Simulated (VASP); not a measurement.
# Be2Te: relaxation of cell and atoms with PBE

Be2Te:

```
Be Te
1.0
     5.82359    0.00000    0.00000
     0.00000    5.82359    0.00000
     0.00000    0.00000    3.78793
Be Te
4 2
Direct
  0.29700 0.29700 0.00000
  0.20300 0.79700 0.50000
  0.70300 0.70300 0.00000
  0.79700 0.20300 0.50000
  0.00000 0.00000 0.00000
  0.50000 0.50000 0.50000
```

| Quantity | Value |
| --- | --- |
| Program | VASP 6.6.1 |
| Task | relaxation of cell and atoms |
| Functional | PBE |
| Potentials or basis | VASP PAW PBE potentials, release 64 (Be, Te) |
| Cutoff | 600 eV |
| k mesh | 6 × 6 × 10 |
| Occupations | gaussian, width 0.1 eV |
| Spin | no spin polarisation |
| Dipole correction | no |
| Further INCAR settings | ALGO = Fast; EDIFF = 1e-06; IBRION = 2; EDIFFG = -0.01; NSW = 100; ISIF = 3 |

```yaml
Relaxed_volume: 21.60 Å³/atom
Relaxed_cell: a = 5.861 Å, b = 5.861 Å, c = 3.773 Å, α = 90.00°, β = 90.00°, γ = 90.00°
Space_group_after_relaxing_to_0.05_Å: P4_2/mnm (No. 136)
Energy_gained_by_relaxing: 0.6 meV/atom
Ionic_steps: 6
Pressure_after_relaxing: 0.0 GPa
Largest_force_after_relaxing: 0.003 eV/Å
Band_gap_on_the_k_mesh: zero (band 10 reaches 5.42 eV, above the bottom of band 11 at 4.28 eV)
```

Forces in eV/Å, atoms in the order of the input:
```
Be   0.002  0.002  0.000
Be  -0.002  0.002  0.000
Be  -0.002 -0.002  0.000
Be   0.002 -0.002  0.000
Te   0.000  0.000  0.000
Te   0.000  0.000  0.000
```

The path:
```tsv
step	energy change (eV)	largest force (eV/Å)	pressure (GPa)	volume (Å³)
1	0.0000	0.0538	0.27	128.46
2	-0.0027	0.0300	0.11	129.14
3	-0.0036	0.0072	-0.07	129.83
4	-0.0036	0.0084	-0.07	129.80
5	-0.0036	0.0093	-0.06	129.77
6	-0.0036	0.0032	0.01	129.60
```

Final structure:
```cif
data_structure
_symmetry_space_group_name_H-M 'P 1'
_symmetry_Int_Tables_number 1
_cell_length_a 5.8612
_cell_length_b 5.8612
_cell_length_c 3.7726
_cell_angle_alpha 90.000
_cell_angle_beta 90.000
_cell_angle_gamma 90.000
_cell_volume 129.60
loop_
_atom_site_label
_atom_site_type_symbol
_atom_site_fract_x
_atom_site_fract_y
_atom_site_fract_z
_atom_site_occupancy
Be1 Be 0.29768 0.29768 0.00000 1
Be2 Be 0.20232 0.79768 0.50000 1
Be3 Be 0.70232 0.70232 0.00000 1
Be4 Be 0.79768 0.20232 0.50000 1
Te1 Te 0.00000 0.00000 0.00000 1
Te2 Te 0.50000 0.50000 0.50000 1
```

Levels at points of the mesh, in eV from the Fermi level:
```
           k point  band 7  band 8  band 9  band 10  band 11  band 12  band 13  band 14
(0.00, 0.00, 0.00)   -3.38   -2.04   -2.04    -1.17    -0.71     1.39     1.61     2.42
(0.50, 0.00, 0.00)   -2.80   -2.80    0.31     0.31     0.70     0.70     2.04     2.04
(0.50, 0.50, 0.00)   -2.74   -2.74   -0.35    -0.35     1.83     1.83     1.84     1.84
(0.00, 0.00, 0.50)   -4.49   -4.49   -0.11    -0.11     0.37     0.37     0.80     0.81
(0.50, 0.00, 0.50)   -4.36   -4.36   -1.40    -1.40    -0.58    -0.58     2.27     2.27
(0.50, 0.50, 0.50)   -4.93   -4.93   -0.15    -0.15     1.07     1.07     1.14     1.14
```

Wall time 6.6 min on 1 thread of Intel(R) Xeon(R) Platinum 8488C (Sapphire Rapids) (shared host), peak memory 0.34 GiB.

Caveat: spin-orbit coupling is left out, which moves the levels of the heavy elements.
